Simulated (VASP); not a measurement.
# InO2 (F-43m) in VASP: relaxation of cell and atoms with PBE

Aim: the relaxation of cell and atoms of InO2 with PBE.

All numbers are computed with VASP 6.6.1; they aren't measurements. Logs are shortened: lines on timing, memory, paths and dates and some standing lists are left out, and cuts for length are marked.

## 1. The cell of the first run

Symmetry: F-43m, No. 216, cubic system. Conventional cell: a = 5.295 Å, b = 5.295 Å, c = 5.295 Å, α = 90.00°, β = 90.00°, γ = 90.00°. In (site symmetry -43m) has 10 O at 2.29 to 2.65 Å within 3.0 Å. O (site symmetry -43m) has 4 In at 2.29 Å and 4 O at 2.29 Å within 3.0 Å. O (site symmetry -43m) has 4 O at 2.29 Å and 6 In at 2.65 Å within 3.0 Å.

The cell was generated, and may not be a known phase.

## 2. Relaxation of cell and atoms, PBE, collinear spin, ferromagnetic start

INCAR

```
PREC = Accurate
ENCUT = 600
EDIFF = 1E-6
ISMEAR = 0
SIGMA = 0.1
LREAL = F
LASPH = T
NELM = 150
ALGO = Fast
ISIF = 3
LWAVE = F
LCHARG = F
ISPIN = 2
MAGMOM = 0 0.57 0.57
LORBIT = 11
GGA = PE
IBRION = 2
NSW = 100
EDIFFG = -0.01
```

KPOINTS

```
Automatic mesh
0
Gamma
  16 16 16
```

POSCAR

```
InO2
1.0
    0.0000000000      2.6476307609      2.6476307609
    2.6476307609      0.0000000000      2.6476307609
    2.6476307609      2.6476307609      0.0000000000
In O
1 2
Direct
    0.0000000000      0.0000000000      0.0000000000
    0.2500000000      0.2500000000      0.2500000000
    0.5000000000      0.5000000000      0.5000000000
```

Potentials or basis: VASP PAW PBE potentials, release 64 (In_d, O).

Command:

```sh
> cat potpaw_PBE.64/In_d/POTCAR potpaw_PBE.64/O/POTCAR > POTCAR
> mpirun -np 1 vasp_std > vasp.out
```

OUTCAR:

```text
PREC = Accurate
   ENCUT = 600
   EDIFF = 1E-6
   ISMEAR = 0
   LREAL = F
   LASPH = T
   NELM = 150
   ISIF = 3
   ISPIN = 2
   LORBIT = 11
   GGA = PE
   IBRION = 2
   NSW = 100
   EDIFFG = -0.01

 ion  position               nearest neighbor table
   1  0.000  0.000  0.000-   2 2.29   2 2.29   2 2.29   2 2.29   3 2.65   3 2.65   3 2.65   3 2.65
                             3 2.65   3 2.65
   2  0.250  0.250  0.250-   1 2.29   1 2.29   1 2.29   1 2.29
   3  0.500  0.500  0.500-   1 2.65   1 2.65   1 2.65   1 2.65   1 2.65   1 2.65

  LATTYP: Found a face centered cubic cell.
 ALAT       =     5.2952615218

  Lattice vectors:

 A1 = (   0.0000000000,   2.6476307609,   2.6476307609)
 A2 = (   2.6476307609,   0.0000000000,   2.6476307609)
 A3 = (   2.6476307609,   2.6476307609,   0.0000000000)

Analysis of symmetry for initial positions (statically):
=====================================================================
 Subroutine PRICEL returns:
 Original cell was already a primitive cell.

 Routine SETGRP: Setting up the symmetry group for a
 face centered cubic supercell.

 Subroutine GETGRP returns: Found 24 space group operations
 (whereof 24 operations were pure point group operations)
 out of a pool of 48 trial point group operations.

The static configuration has the point symmetry T_d .

Analysis of symmetry for dynamics (positions and initial velocities):
=====================================================================
 Subroutine PRICEL returns:
 Original cell was already a primitive cell.

 Routine SETGRP: Setting up the symmetry group for a
 face centered cubic supercell.

 Subroutine GETGRP returns: Found 24 space group operations
 (whereof 24 operations were pure point group operations)
 out of a pool of 48 trial point group operations.

The dynamic configuration has the point symmetry T_d .

Analysis of structural, dynamic, and magnetic symmetry:
=====================================================================
 Subroutine PRICEL returns:
 Original cell was already a primitive cell.

 Routine SETGRP: Setting up the symmetry group for a
 face centered cubic supercell.

 Subroutine GETGRP returns: Found 24 space group operations
 (whereof 24 operations were pure point group operations)
 out of a pool of 48 trial point group operations.

The overall configuration has the point symmetry T_d .

 Subroutine INISYM returns: Found 24 space group operations
 (whereof 24 operations are pure point group operations),
 and found     1 'primitive' translations

----------------------------------------------------------------------------------------

                                     Primitive cell

  volume of cell :      37.1195

  direct lattice vectors                    reciprocal lattice vectors
     0.000000000  2.647630761  2.647630761    -0.188848085  0.188848085  0.188848085
     2.647630761  0.000000000  2.647630761     0.188848085 -0.188848085  0.188848085
     2.647630761  2.647630761  0.000000000     0.188848085  0.188848085 -0.188848085

  length of vectors
     3.744315330  3.744315330  3.744315330     0.327094479  0.327094479  0.327094479

  position of ions in fractional coordinates (direct lattice)
     0.000000000  0.000000000  0.000000000
     0.250000000  0.250000000  0.250000000
     0.500000000  0.500000000  0.500000000

  ion indices of the primitive-cell ions
   primitive index   ion index
                 1           1
                 2           2
                 3           3

----------------------------------------------------------------------------------------

 KPOINTS: Automatic mesh

Automatic generation of k-mesh.
 Grid dimensions read from file:
 generate k-points for:   16   16   16

 Generating k-lattice:

  Cartesian coordinates                     Fractional coordinates (reciprocal lattice)
    -0.011803005  0.011803005  0.011803005     0.062500000  0.000000000  0.000000000
     0.011803005 -0.011803005  0.011803005     0.000000000  0.062500000  0.000000000
     0.011803005  0.011803005 -0.011803005     0.000000000  0.000000000  0.062500000

  Length of vectors
     0.020443405  0.020443405  0.020443405

  Shift w.r.t. Gamma in fractional coordinates (k-lattice)
     0.000000000  0.000000000  0.000000000

 Subroutine IBZKPT returns following result:
 ===========================================

 Found    145 irreducible k-points:

 Following reciprocal coordinates:
            Coordinates               Weight
  0.000000  0.000000  0.000000      1.000000
  0.062500  0.000000  0.000000      8.000000
  0.125000  0.000000  0.000000      8.000000
  0.187500  0.000000  0.000000      8.000000
  0.250000  0.000000  0.000000      8.000000
  0.312500  0.000000  0.000000      8.000000
[... 16 lines left out ...]
 -0.125000  0.062500  0.000000     24.000000
 -0.062500  0.062500  0.000000     12.000000
 [... further k-points ...]
   k-points           NKPTS =    145   k-points in BZ     NKDIM =    145   number of bands    NBANDS=     17
   number of dos      NEDOS =    301   number of ions     NIONS =      3
   total plane-waves  NPLWV =  27000
   dimension x,y,z NGX =    30 NGY =   30 NGZ =   30
   dimension x,y,z NGXF=    60 NGYF=   60 NGZF=   60
   ions per type =               1   2
   NGX,Y,Z   is equivalent  to a cutoff of  13.32, 13.32, 13.32 a.u.
   NGXF,Y,Z  is equivalent  to a cutoff of  26.64, 26.64, 26.64 a.u.
 SYSTEM =  unknown system
   PREC   = accura    normal or accurate (medium, high low for compatibility)
   ISTART =      0    job   : 0-new  1-cont  2-samecut
   ICHARG =      2    charge: 1-file 2-atom 10-const
   ISPIN  =      2    spin polarized calculation?
   LNONCOLLINEAR =      F non collinear calculations
   LSORBIT =      F    spin-orbit coupling
   LASPH  =      T    aspherical Exc in radial PAW
   ENCUT  =  600.0 eV  44.10 Ry    6.64 a.u.   7.48  7.48  7.48*2*pi/ulx,y,z
   NELM   =    150;   NELMIN=  2; NELMDL= -5     # of ELM steps
   EDIFF  = 0.1E-05   stopping-criterion for ELM
   LREAL  =      F    real-space projection
   EDIFFG = -.1E-01   stopping-criterion for IOM
   NSW    =    100    number of steps for IOM
   IBRION =      2    ionic relax: 0-MD 1-quasi-New 2-CG
   NFREE  =      1    steps in history (QN), initial steepest desc. (CG)
   ISIF   =      3    stress and relaxation
   ISYM   =      2    0-nonsym 1-usesym 2-fastsym
   POTIM  = 0.5000    time-step for ionic-motion
   TEBEG  =    0.0;   TEEND  =   0.0 temperature during run
   PSTRESS=    0.0 pullay stress
   NELECT =      25.0000    total number of electrons
   NUPDOWN=      -1.0000    fix difference up-down
   EMIN   =  10.00;   EMAX   =-10.00  energy-range for DOS
   EFERMI =   0.00;   METHOD = LEGACY
   ISMEAR =     0;   SIGMA  =   0.10  broadening in eV -4-tet -1-fermi 0-gaus
   EFERMI_NEDOS =   21; number of points for ismear=-14 and -15
   IALGO  =     68    algorithm
   IMIX   =      4    mixing-type and parameters
     AMIX     =   0.40;   BMIX     =  1.00
     AMIX_MAG =   1.60;   BMIX_MAG =  1.00
  volume/ion in A,a.u.               =      12.37        83.50
  Fermi-wavevector in a.u.,A,eV,Ry     =   1.435007  2.711770 28.017739  2.059246
  Thomas-Fermi vector in A             =   2.554353
   LORBIT       =     11    0 simple, 1 ext, 2 COOP (PROOUT), +10 PAW based schemes
   GGA     = PE    functional components
   LHFCALC =     F    Hartree Fock is set to
   AEXX    =    0.0000 exact exchange contribution
   IVDW    =     0    specifies the selected vdW correction
   LEPSILON=     F    determine dielectric tensor
   LRPA    =     F    only Hartree local field effects (RPA)
 conjugate gradient relaxation of ions
 spin polarized calculation
 RMM-DIIS sequential band-by-band and
 Gauss-broadening in eV      SIGMA  =   0.10
  energy-cutoff  :      600.00
  volume of cell :       37.12
 maximum number of plane-waves:      1259
 NGX is ok and might be reduce to    30
   NGX = 15   NGY = 15   NGZ = 15

--------------------------------------- Ionic step        1  -------------------------------------------

 number of electron      25.0000014 magnetization       1.0304730

 Free energy of the ion-electron system (eV)
  ---------------------------------------------------
  ext. energy  EPLUGINS =         0.00000000
  ---------------------------------------------------
  free energy    TOTEN  =       -13.08630196 eV

  energy without entropy =      -13.07366092  energy(sigma->0) =      -13.07998144

------------------------ aborting loop because EDIFF is reached ----------------------------------------

  FORCE on cell =-STRESS in cart. coord.  units (eV):
  Direction    XX          YY          ZZ          XY          YZ          ZX
  --------------------------------------------------------------------------------------
  -------------------------------------------------------------------------------------
  Total        0.0459461      0.0459461      0.0459461      0.0000000     -0.0000000      0.0000000
  in kB        1.9831550      1.9831550      1.9831550      0.0000000     -0.0000000      0.0000000
  external PRESSURE =       1.9831550 kB  Pullay stress =       0.0000000 kB
[... 59 lines left out ...]
  energy  without entropy=      -13.0736395347  energy(sigma->0) =      -13.07998299

--------------------------------------- Ionic step        3  -------------------------------------------

 number of electron      25.0000014 magnetization       1.0307475

 Free energy of the ion-electron system (eV)
  ---------------------------------------------------
  ext. energy  EPLUGINS =         0.00000000
  ---------------------------------------------------
  free energy    TOTEN  =       -13.08633305 eV

  energy without entropy =      -13.07366160  energy(sigma->0) =      -13.07999733

 E-fermi :   6.2755     XC(G=0): -11.2412

 val. band max:        6.2751091242   @ k =   0.4375   0.1875   0.0000
 cond. band min:       6.2805161157   @ k =   0.1250   0.1250   0.0000
 fundamental gap:      0.0054069916
 Fermi energy:         6.2755091684

 spin component 1

 k-point     1 :       0.0000    0.0000    0.0000
  band No.  band energies     occupation
      1     -13.3446      1.00000
      2      -9.5862      1.00000
      3      -7.8286      1.00000
      4      -7.8286      1.00000
      5      -7.8286      1.00000
      6      -7.6186      1.00000
[... 9 lines left out ...]
     16      15.9511      0.00000
     17      15.9511      0.00000
[... 445 lines left out ...]
      3      -7.8203      1.00000
      4      -7.8157      1.00000
      5      -7.7659      1.00000
      6      -7.6277      1.00000
[... 9 lines left out ...]
     16      15.5623      0.00000
     17      15.9702      0.00000

 [... further k-points ...]

 spin component 2

 k-point     1 :       0.0000    0.0000    0.0000
  band No.  band energies     occupation
      1     -12.6797      1.00000
      2      -8.5549      1.00000
      3      -7.8303      1.00000
      4      -7.8303      1.00000
      5      -7.8303      1.00000
      6      -7.6350      1.00000
[... 9 lines left out ...]
     16      15.9742      0.00000
     17      15.9742      0.00000
[... 490 lines left out ...]
  FREE ENERGIE OF THE ION-ELECTRON SYSTEM (eV)
  ---------------------------------------------------
  free  energy   TOTEN  =       -13.0863330515 eV

  energy  without entropy=      -13.0736616040  energy(sigma->0) =      -13.07999733

 reached required accuracy - stopping structural energy minimisation

 total charge

# of ion       s       p       d       tot
------------------------------------------
    1        0.648   0.467   9.960  11.075
    2        1.613   3.267   0.000   4.881
    3        1.611   3.203   0.000   4.814
--------------------------------------------------
tot          3.872   6.937   9.960  20.769

 magnetization (x)

# of ion       s       p       d       tot
------------------------------------------
    1       -0.026  -0.023   0.008  -0.041
    2        0.000   0.326   0.000   0.326
    3        0.006   0.607   0.000   0.613
--------------------------------------------------
tot         -0.020   0.910   0.008   0.898
```

It took 10 min on 1 thread of Oxide Virtual Turin-like, shared host; peak memory 0.29 GiB.

Results:

```yaml
Free_energy: -13.0863 eV
Relaxed_volume: 12.39 Å³/atom
Relaxed_cell: a = 3.746 Å, b = 3.746 Å, c = 3.746 Å, α = 60.00°, β = 60.00°, γ = 60.00°
Space_group_after_relaxing_to_0.1_Å: F-43m (No. 216)
Energy_gained_by_relaxing: 0.0 meV/atom
Ionic_steps: 3
Pressure_after_relaxing: 0.0 GPa
Band_gap_on_the_k_mesh: zero (filled and empty bands overlap)
Net_moment: 1.03 μB per cell
Site_moments: In -0.04; O +0.33, +0.61 μB
Valence_electrons_inside_the_program's_atomic_spheres: In 11.07; O 4.88, 4.81
```

Final structure:
```
In O
1.0
     0.00000    2.64892    2.64892
     2.64892    0.00000    2.64892
     2.64892    2.64892    0.00000
In O
1 2
Cartesian
  0.0000 0.0000 0.0000
  1.3245 1.3245 1.3245
  2.6489 2.6489 2.6489
```

Caveat: spin-orbit coupling is left out, which moves the levels of the heavy elements.
